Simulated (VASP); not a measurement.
Cd7S, 8 atoms in the cell. It takes space group P3m1 (No. 156, trigonal). The conventional cell has a = 3.400 Å, b = 3.400 Å, c = 18.200 Å, α = 90.00°, β = 90.00°, γ = 120.00°. Within 3.5 Å of Cd (site symmetry 3m) lie 3 S at 2.53 Å and 9 Cd at 3.06 to 3.40 Å. Cd (site symmetry 3m) has 1 S at 2.55 Å and 9 Cd at 3.06 to 3.40 Å within 3.4 Å. Within 4.0 Å of Cd (site symmetry 3m) lie 12 Cd at 3.05 to 3.40 Å. Within 4.0 Å of Cd (site symmetry 3m) lie 12 Cd at 3.05 to 3.40 Å. Cd (site symmetry 3m) has 12 Cd at 3.05 to 3.40 Å within 4.0 Å. Cd (site symmetry 3m) has 12 Cd at 3.05 to 3.40 Å within 4.0 Å. Cd (site symmetry 3m) has 12 Cd at 3.06 to 3.40 Å within 4.0 Å. S (site symmetry 3m) has 4 Cd at 2.53 to 2.55 Å and 6 S at 3.40 Å within 3.4 Å. 

- Program: VASP 6.6.1
- Task: relaxation of cell and atoms
- Functional: PBE
- Potentials or basis: VASP PAW PBE potentials, release 64 (Cd, S)
- Cutoff: 600 eV
- k mesh: 5 × 5 × 1
- Occupations: gaussian, width 0.2 eV
- Spin: no spin polarisation
- Dipole correction: no
- Further INCAR settings: ALGO = Normal; EDIFF = 1e-07; IBRION = 2; EDIFFG = -0.08; NSW = 36; ISIF = 3

Potentials or basis: VASP PAW PBE potentials, release 64 (Cd, S).

Launch:

```sh
$ cat potpaw_PBE.64/Cd/POTCAR potpaw_PBE.64/S/POTCAR > POTCAR
$ mpirun -np 1 vasp_std > vasp.out
```

Hardware: 1 thread of Intel(R) Xeon(R) 6975P-C (Granite Rapids), with other jobs on the host.

Q: Estimate the wall time of this run.

A: Wall time 6.7 min on 1 thread of Intel(R) Xeon(R) 6975P-C (Granite Rapids), on a shared host, peak memory 0.36 GiB. Counts: scf iterations 153, k points 5, ion steps 12.
